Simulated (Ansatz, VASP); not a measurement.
**In: VASP beside Ansatz**

INCAR

```
PREC = Accurate
ENCUT = 520
EDIFF = 1E-6
ISMEAR = -1
SIGMA = 0.1
LREAL = False
LASPH = True
NELM = 100
ALGO = Normal
ISIF = 2
LWAVE = False
LCHARG = False
GGA = CA
NBANDS = 20
```

File KPOINTS:

```
Automatic mesh
0
Gamma
  12 12 7
```

File POSCAR:

```
In
1.0
    3.3993543024      0.0000000000      0.0000000000
   -1.6996771512      2.9439271823      0.0000000000
    0.0000000000      0.0000000000      5.5343718472
In
2
Direct
    0.3333333333      0.6666666667      0.2500000000
    0.6666666667      0.3333333333      0.7500000000
```

Input for Ansatz:

```yaml
crystal:
  lattice:
    - [3.3993543024, 0.0, 0.0]
    - [-1.6996771512, 2.9439271823, 0.0]
    - [0.0, 0.0, 5.5343718472]
  atoms:
    - { symbol: In, position: [0.3333333333, 0.6666666667, 0.25] }
    - { symbol: In, position: [0.6666666667, 0.3333333333, 0.75] }
hamiltonian:
  xc: lda
  pseudopotentials:
    kind: paw
    azcp:
      In: "pseudopotentials/In.paw.azcp"
basis:
  ecutwfc: 420
  fft_grid_basis: typed
kpoints:
  mp_grid: { grid: [12, 12, 7], shift: [0, 0, 0] }
magnetization:
  spin_polarized: false
scf:
  occupations: { method: fermi_dirac, width: 0.1 }
  lower_state_search: "off"
output:
  stress: true
```

Alike in both runs: task single point; functional LDA; k mesh 12 × 12 × 7; occupations fermi-dirac, width 0.1 eV; no spin polarisation.

|  | VASP | Ansatz |
| --- | --- | --- |
| version | VASP 6.6.1 | Ansatz 0.2.0 |
| potentials or method | VASP PAW LDA potentials, release 64 (In_d), cutoff 520 eV | plane waves (420 eV) with PAW, scalar-relativistic |
| valence electrons in the cell | 26 | 26 |

```csv
,VASP,Ansatz,Ansatz less VASP
pressure (GPa),-4.0,-4.1,-0.04
"traceless stress, the component that is largest in VASP (GPa)",-0.47,-0.47,-0.005
```

Ansatz warns that its potentials were made for another functional, while VASP's fit it. LDA's correlation is that of Perdew and Zunger in VASP and of Perdew and Wang (1992) in Ansatz.
